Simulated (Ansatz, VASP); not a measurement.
# One calculation of SnO, two programs

The input INCAR:

```
SYSTEM = SnO
PREC = Accurate
ENCUT = 520
EDIFF = 1E-7
ISMEAR = 0
SIGMA = 0.15
LREAL = .FALSE.
LASPH = .TRUE.
NELM = 80
ALGO = Fast
ISIF = 2
LWAVE = .FALSE.
LCHARG = .TRUE.
GGA = PS
LELF = .TRUE.
LVHAR = .TRUE.
NBANDS = 28
```

The input KPOINTS:

```
regular mesh
0
G
  12 12 10
  0 0 0
```

POSCAR

```
SnO
1.0
    3.8730974000      0.0000000000      0.0000000000
    0.0000000000      3.7309026000      0.0000000000
    0.0000000000      0.0000000000      4.8360000000
Sn O
2 2
Direct
    0.0000000000      0.5000000000      0.2385000000
    0.5000000000      0.0000000000      0.7615000000
    0.0000000000      0.0000000000      0.0000000000
    0.5000000000      0.5000000000      0.0000000000
```

Input for Ansatz:

```yaml
crystal:
  lattice:
    - [3.8730974, 0.0, 0.0]
    - [0.0, 3.7309026, 0.0]
    - [0.0, 0.0, 4.836]
  atoms:
    - { symbol: Sn, position: [0.0, 0.5, 0.2385] }
    - { symbol: Sn, position: [0.5, 0.0, 0.7615] }
    - { symbol: O, position: [0.0, 0.0, 0.0] }
    - { symbol: O, position: [0.5, 0.5, 0.0] }
basis:
  ecutwfc: 420
kpoints:
  mp_grid: { grid: [12, 12, 10] }
hamiltonian:
  xc: pbesol
scf:
  occupations: { method: gaussian, width: 0.15 }
output:
  forces: true
  stress: true
  eigenvalues: true
```

Change from the starting cell: strain +0.0187 x Voigt [1, -1, 0, 0, 0, 0], atoms carried along.

Alike in both runs: task single point; functional PBEsol; k mesh 12 × 12 × 10; occupations gaussian, width 0.15 eV; no spin polarisation.

|  | VASP | Ansatz |
| --- | --- | --- |
| version | VASP 6.6.1 | Ansatz 0.2.0 |
| potentials or method | VASP PAW PBE potentials, release 64 (Sn_d, O), cutoff 520 eV | scalar-relativistic, plane waves, PAW |
| valence electrons in the cell | 40 | 40 |

Ansatz gave:

| Quantity | Value |
| --- | --- |
| gap on the k mesh at the Fermi level (eV) | none |
| pressure (GPa) | 0.1 |
| traceless stress, the component that is largest in VASP (GPa) | 1.41 |
| rms of the force components (eV/Å) | 0.107 |

Estimate VASP's values.

gap on the k mesh at the Fermi level (eV): none; pressure (GPa): 0.3; traceless stress, the component that is largest in VASP (GPa): 1.46; rms of the force components (eV/Å): 0.127.

VASP's potentials were made for PBE, not for PBEsol. Atom by atom the forces differ by 0.035 eV/Å (rms over components). A gap of «none» marks a metal or a gap that the smearing closes.
